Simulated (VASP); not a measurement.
# TaSi2 (P6_222) in VASP: further runs

The runs below take TaSi2 through single point, relaxation of cell and atoms, with PBE.

Everything below comes from runs of VASP 6.6.1. Logs are shortened: lines on timing, memory, paths and dates and some standing lists are left out, and cuts for length are marked.

**1. The cell of the first run**

Symmetry: P6_222, No. 180, hexagonal system. Conventional cell: a = 4.805 Å, b = 4.805 Å, c = 6.602 Å, α = 90.00°, β = 90.00°, γ = 120.00°. Ta (site symmetry 222) has 10 Si at 2.62 to 2.84 Å and 4 Ta at 3.26 Å within 3.5 Å. Within 3.4 Å of Si (site symmetry 2) lie 9 Si at 2.57 to 3.34 Å and 5 Ta at 2.62 to 2.84 Å.

**2. Single point, PBE**

Input file INCAR:

```
  PREC = Accurate
  ENCUT = 520
  EDIFF = 1E-6
  ISMEAR = 0
  SIGMA = 0.2
  LREAL = F
  LASPH = T
  NELM = 100
  ALGO = Normal
  ISIF = 2
  LWAVE = F
  LCHARG = F
  GGA = PE
  NBANDS = 38
```

Input file KPOINTS:

```
Automatic mesh
0
Gamma
  4 4 3
```

Input file POSCAR:

```
TaSi2
1.0
    4.8048140515      0.0000000000      0.0000000000
   -2.4024070258      4.1610910291      0.0000000000
    0.0000000000      0.0000000000      6.6017253028
Ta Si
3 6
Direct
    0.5000000000      0.0000000000      0.5000000000
    0.0000000000      0.5000000000      0.1666666667
    0.5000000000      0.5000000000      0.8333333333
    0.1589464612      0.3178929224      0.5000000000
    0.3178929224      0.1589464612      0.1666666667
    0.8410535388      0.1589464612      0.8333333333
    0.8410535388      0.6821070776      0.5000000000
    0.6821070776      0.8410535388      0.1666666667
    0.1589464612      0.8410535388      0.8333333333
```

Potentials or basis: VASP PAW PBE potentials, release 64 (Ta_pv, Si).

Command:

```console
> cat potpaw_PBE.64/Ta_pv/POTCAR potpaw_PBE.64/Si/POTCAR > POTCAR
> mpirun -np 1 vasp_std > vasp.out
```

OUTCAR:

```text
PREC = Accurate
   ENCUT = 520
   EDIFF = 1E-6
   ISMEAR = 0
   LREAL = F
   LASPH = T
   NELM = 100
   ISIF = 2
   GGA = PE

 ion  position               nearest neighbor table
   1  0.500  0.000  0.500-   6 2.62   9 2.62   8 2.62   5 2.62   4 2.74   7 2.74   7 2.74   4 2.74
                             4 2.84   7 2.84   2 3.26   2 3.26   3 3.26   3 3.26
   2  0.000  0.500  0.167-   4 2.62   7 2.62   6 2.62   9 2.62   8 2.74   5 2.74   5 2.74   8 2.74
                             8 2.84   5 2.84   1 3.26   1 3.26   3 3.26   3 3.26
   3  0.500  0.500  0.833-   4 2.62   7 2.62   5 2.62   8 2.62   9 2.74   6 2.74   9 2.74   6 2.74
                             6 2.84   9 2.84   1 3.26   1 3.26   2 3.26   2 3.26
   4  0.159  0.318  0.500-   6 2.57   5 2.57   3 2.62   2 2.62   7 2.65   1 2.74   1 2.74   1 2.84
                             7 2.84   7 2.84
   5  0.318  0.159  0.167-   4 2.57   9 2.57   1 2.62   3 2.62   8 2.65   2 2.74   2 2.74   2 2.84
                             8 2.84   8 2.84
   6  0.841  0.159  0.833-   4 2.57   8 2.57   1 2.62   2 2.62   9 2.65   3 2.74   3 2.74   3 2.84
                             9 2.84   9 2.84
   7  0.841  0.682  0.500-   9 2.57   8 2.57   3 2.62   2 2.62   4 2.65   1 2.74   1 2.74   1 2.84
                             4 2.84   4 2.84
   8  0.682  0.841  0.167-   7 2.57   6 2.57   1 2.62   3 2.62   5 2.65   2 2.74   2 2.74   2 2.84
                             5 2.84   5 2.84
   9  0.159  0.841  0.833-   7 2.57   5 2.57   1 2.62   2 2.62   6 2.65   3 2.74   3 2.74   3 2.84
                             6 2.84   6 2.84

  LATTYP: Found a hexagonal cell.
 ALAT       =     4.8048140515
 C/A-ratio  =     1.3739814345

  Lattice vectors:

 A1 = (   4.8048140515,   0.0000000000,   0.0000000000)
 A2 = (  -2.4024070258,   4.1610910291,   0.0000000000)
 A3 = (   0.0000000000,   0.0000000000,   6.6017253028)

Analysis of symmetry for initial positions (statically):
=====================================================================
 Subroutine PRICEL returns:
 Original cell was already a primitive cell.

 Routine SETGRP: Setting up the symmetry group for a
 hexagonal supercell.

 Subroutine GETGRP returns: Found 12 space group operations
 (whereof  4 operations were pure point group operations)
 out of a pool of 24 trial point group operations.

The static configuration has the point symmetry D_2 .
 The point group associated with its full space group is D_6 .

Analysis of symmetry for dynamics (positions and initial velocities):
=====================================================================
 Subroutine PRICEL returns:
 Original cell was already a primitive cell.

 Routine SETGRP: Setting up the symmetry group for a
 hexagonal supercell.

[... 113 lines left out ...]
   NELECT =      57.0000    total number of electrons
   NUPDOWN=      -1.0000    fix difference up-down
   EMIN   =  10.00;   EMAX   =-10.00  energy-range for DOS
   EFERMI =   0.00;   METHOD = LEGACY
   ISMEAR =     0;   SIGMA  =   0.20  broadening in eV -4-tet -1-fermi 0-gaus
   EFERMI_NEDOS =   21; number of points for ismear=-14 and -15
   IALGO  =     38    algorithm
   IMIX   =      4    mixing-type and parameters
     AMIX     =   0.40;   BMIX     =  1.00
     AMIX_MAG =   1.60;   BMIX_MAG =  1.00
  volume/ion in A,a.u.               =      14.67        98.97
  Fermi-wavevector in a.u.,A,eV,Ry     =   1.237426  2.338397 20.833568  1.531224
  Thomas-Fermi vector in A             =   2.371994
   LORBIT       =      0    0 simple, 1 ext, 2 COOP (PROOUT), +10 PAW based schemes
   GGA     = PE    functional components
   LHFCALC =     F    Hartree Fock is set to
   AEXX    =    0.0000 exact exchange contribution
   IVDW    =     0    specifies the selected vdW correction
   LEPSILON=     F    determine dielectric tensor
   LRPA    =     F    only Hartree local field effects (RPA)
 non-spin polarized calculation
 Gauss-broadening in eV      SIGMA  =   0.20
  energy-cutoff  :      520.00
  volume of cell :      131.99
 maximum number of plane-waves:      3576
 NGX is ok and might be reduce to    36
   NGX = 17   NGY = 17   NGZ = 25

 number of electron      57.0000007 magnetization

 Free energy of the ion-electron system (eV)
  ---------------------------------------------------
  ext. energy  EPLUGINS =         0.00000000
  ---------------------------------------------------
  free energy    TOTEN  =       -72.28106798 eV

  energy without entropy =      -72.21597861  energy(sigma->0) =      -72.24852329

 E-fermi :   9.2945     XC(G=0): -12.0136

 val. band max:        9.1672084953   @ k =   0.5000  -0.0000   0.0000
 cond. band min:       9.3456053984   @ k =   0.2500  -0.0000   0.3333
 fundamental gap:      0.1783969031
 Fermi energy:         9.2945033452

 k-point     1 :       0.0000    0.0000    0.0000
  band No.  band energies     occupation
      1     -25.1940      2.00000
      2     -25.1773      2.00000
      3     -25.1773      2.00000
      4     -25.1205      2.00000
      5     -25.1205      2.00000
      6     -25.0298      2.00000
[... 317 lines left out ...]
     37      12.4888      0.00000
     38      12.8720      0.00000

------------------------ aborting loop because EDIFF is reached ----------------------------------------

  FORCE on cell =-STRESS in cart. coord.  units (eV):
  Direction    XX          YY          ZZ          XY          YZ          ZX
  --------------------------------------------------------------------------------------
  -------------------------------------------------------------------------------------
  Total        0.0593772      0.0593772      0.0523282     -0.0000000      0.0000000      0.0000000
  in kB        0.7207570      0.7207570      0.6351922     -0.0000000      0.0000000      0.0000000
  external PRESSURE =       0.6922354 kB  Pullay stress =       0.0000000 kB

 VOLUME and BASIS-vectors are now :
 -----------------------------------------------------------------------------
  energy-cutoff  :      520.00
  volume of cell :      131.99
      direct lattice vectors                 reciprocal lattice vectors
     4.804814052  0.000000000  0.000000000     0.208124599  0.120160794  0.000000000
    -2.402407026  4.161091029  0.000000000     0.000000000  0.240321587  0.000000000
     0.000000000  0.000000000  6.601725303     0.000000000  0.000000000  0.151475554

 POSITION                                       TOTAL-FORCE (eV/Angst)
 -----------------------------------------------------------------------------------
      2.40241      0.00000      3.30086         0.000000      0.000000      0.000000
     -1.20120      2.08055      1.10029         0.000000      0.000000      0.000000
      1.20120      2.08055      5.50144         0.000000      0.000000     -0.000000
     -0.00000      1.32278      3.30086         0.000000     -0.012217      0.000000
      1.14556      0.66139      1.10029        -0.010580     -0.006109      0.000000
      3.65925      0.66139      5.50144         0.010580     -0.006109      0.000000
      2.40241      2.83831      3.30086        -0.000000      0.012217      0.000000
      1.25684      3.49970      1.10029         0.010580      0.006109     -0.000000
     -1.25684      3.49970      5.50144        -0.010580      0.006109      0.000000
 -----------------------------------------------------------------------------------
    total drift:                                0.000000     -0.000000     -0.000000

  FREE ENERGIE OF THE ION-ELECTRON SYSTEM (eV)
  ---------------------------------------------------
  free  energy   TOTEN  =       -72.2810679756 eV

  energy  without entropy=      -72.2159786075  energy(sigma->0) =      -72.24852329
```

stdout:

```text
POSCAR found type information on POSCAR TaSi
 POSCAR found :  2 types and       9 ions
 scaLAPACK will be used
 LDA part: xc-table for (Slater+PW92), standard interpolation
 POSCAR, INCAR and KPOINTS ok, starting setup
 FFT: planning ... GRIDC
 FFT: planning ... GRID_SOFT
 FFT: planning ... GRID
 WAVECAR not read
 entering main loop
```

Wall time 50 s (1 thread of Intel Xeon 6975P-C (Granite Rapids), shared host); peak memory 0.24 GiB.

Results:

| Quantity | Value |
| --- | --- |
| Free energy | -72.2811 eV |
| Pressure | 0.1 GPa |
| Largest force | 0.012 eV/Å |
| Band gap on the k mesh | zero (an odd number of electrons rules out a gap without spin polarisation) |

Forces in eV/Å, atoms in the order of the input:
```
Ta   0.000  0.000  0.000
Ta   0.000  0.000  0.000
Ta   0.000  0.000  0.000
Si   0.000 -0.012  0.000
Si  -0.011 -0.006  0.000
Si   0.011 -0.006  0.000
Si   0.000  0.012  0.000
Si   0.011  0.006  0.000
Si  -0.011  0.006  0.000
```

Caveat: the k points lie up to 0.38 Å⁻¹ apart, too coarse for converged energies and pressures of a metal; spin-orbit coupling is left out, which moves the levels of the heavy elements.

**3. Single point, PBE**

Input file INCAR:

```
ALGO = Normal ; EDIFF = 1E-6
ENCUT = 520 ; GGA = PE
ISIF = 2 ; ISMEAR = 0
LASPH = T ; LCHARG = T
LELF = T ; LREAL = F
LVHAR = T ; LWAVE = F
NBANDS = 38 ; NELM = 100
PREC = Accurate ; SIGMA = 0.1
```

Input file KPOINTS:

```
k-points
0
Gamma
  6 6 6
```

Input file POSCAR:

```
TaSi2
1.0
    4.8060523892      0.0000000000      0.0000000000
   -2.4030261946      4.1621634610      0.0000000000
    0.0000000000      0.0000000000      6.5973608190
Ta Si
3 6
Direct
    0.5000000000      0.0000000000      0.5000000000
    0.0000000000      0.5000000000      0.1666666667
    0.5000000000      0.5000000000      0.8333333333
    0.1589141616      0.3178283232      0.5000000000
    0.3178283232      0.1589141616      0.1666666667
    0.8410858384      0.1589141616      0.8333333333
    0.8410858384      0.6821716768      0.5000000000
    0.6821716768      0.8410858384      0.1666666667
    0.1589141616      0.8410858384      0.8333333333
```

Potentials or basis: VASP PAW PBE potentials, release 64 (Ta_pv, Si).

Command:

```console
> cat potpaw_PBE.64/Ta_pv/POTCAR potpaw_PBE.64/Si/POTCAR > POTCAR
> mpirun -np 1 vasp_std > vasp.out
```

Run time: 2.2 min. Hardware: 1 thread of Intel Xeon 6975P-C (Granite Rapids), shared host; peak memory 0.3 GiB.

Results (log left out):

- Free energy: -72.2581 eV
- Pressure: 0.1 GPa
- Largest force: 0.004 eV/Å
- Band gap on the k mesh: zero (an odd number of electrons rules out a gap without spin polarisation)

Forces in eV/Å, atoms in the order of the input:
```
Ta   0.000  0.000  0.000
Ta   0.000  0.000  0.000
Ta   0.000  0.000  0.000
Si   0.000 -0.004  0.000
Si  -0.004 -0.002  0.000
Si   0.004 -0.002  0.000
Si   0.000  0.004  0.000
Si   0.004  0.002  0.000
Si  -0.004  0.002  0.000
```

Levels at points of the mesh, in eV from the Fermi level:
| k point | band 27 | band 28 | band 29 | band 30 | band 31 | band 32 |
| --- | --- | --- | --- | --- | --- | --- |
| (0.00, 0.00, 0.00) | -2.19 | -2.19 | -1.51 | 0.71 | 2.92 | 2.92 |
| (0.50, 0.00, 0.00) | -0.75 | -0.10 | -0.08 | 0.84 | 1.13 | 1.50 |
| (0.00, 0.00, 0.50) | -1.81 | -1.81 | 1.10 | 1.10 | 2.51 | 2.51 |
| (0.50, 0.00, 0.50) | -1.86 | -0.70 | -0.30 | 1.50 | 1.89 | 2.45 |

Caveat: spin-orbit coupling is left out, which moves the levels of the heavy elements.

**4. Single point, PBE**

Input file INCAR:

```
PREC = Accurate
ENCUT = 520
EDIFF = 1E-6
ISMEAR = 0
SIGMA = 0.1
LREAL = F
LASPH = T
NELM = 100
ALGO = Normal
ISIF = 2
LWAVE = F
LCHARG = F
GGA = PE
NBANDS = 38
```

Input file KPOINTS:

```
Automatic mesh
0
Gamma
  6 6 6
```

Input file POSCAR:

```
TaSi2
1.0
    4.8060426888      0.0000000000      0.0000000000
   -2.4030213444      4.1621550602      0.0000000000
    0.0000000000      0.0000000000      6.5975186612
Ta Si
3 6
Direct
    0.5000000000      0.0000000000      0.5000000000
    0.5000000000      0.5000000000      0.8333333333
    0.0000000000      0.5000000000      0.1666666667
    0.1589041252      0.3178082504      0.5000000000
    0.8410958748      0.1589041252      0.8333333333
    0.6821917496      0.8410958748      0.1666666667
    0.8410958748      0.6821917496      0.5000000000
    0.1589041252      0.8410958748      0.8333333333
    0.3178082504      0.1589041252      0.1666666667
```

Command:

```console
> cat potpaw_PBE.64/Ta_pv/POTCAR potpaw_PBE.64/Si/POTCAR > POTCAR
> mpirun -np 1 vasp_std > vasp.out
```

It took 2.1 min on 1 thread of Intel Xeon 6975P-C (Granite Rapids), shared host; peak memory 0.3 GiB.

Results (log left out):

```
Free energy            : -72.2581 eV
Pressure               : 0.1 GPa
Largest force          : 0.003 eV/Å
Band gap on the k mesh : zero (an odd number of electrons rules out a gap without spin polarisation)
```

Forces in eV/Å, atoms in the order of the input:
```
Ta   0.000  0.000  0.000
Ta   0.000  0.000  0.000
Ta   0.000  0.000  0.000
Si   0.000 -0.003  0.000
Si   0.003 -0.002  0.000
Si   0.003  0.002  0.000
Si   0.000  0.003  0.000
Si  -0.003  0.002  0.000
Si  -0.003 -0.002  0.000
```

Levels at points of the mesh, in eV from the Fermi level:
```csv
k point,band 26,band 27,band 28,band 29,band 30,band 31,band 32,band 33
"(0.00, 0.00, 0.00)",-2.46,-2.19,-2.19,-1.51,0.71,2.92,2.92,3.32
"(0.50, 0.00, 0.00)",-1.09,-0.75,-0.10,-0.08,0.84,1.13,1.50,1.90
"(0.00, 0.00, 0.50)",-2.06,-1.81,-1.81,1.10,1.10,2.51,2.51,3.34
"(0.50, 0.00, 0.50)",-2.03,-1.86,-0.70,-0.30,1.50,1.89,2.45,2.49
```

Caveat: spin-orbit coupling is left out, which moves the levels of the heavy elements.

(Continued in part 2 of 2.)
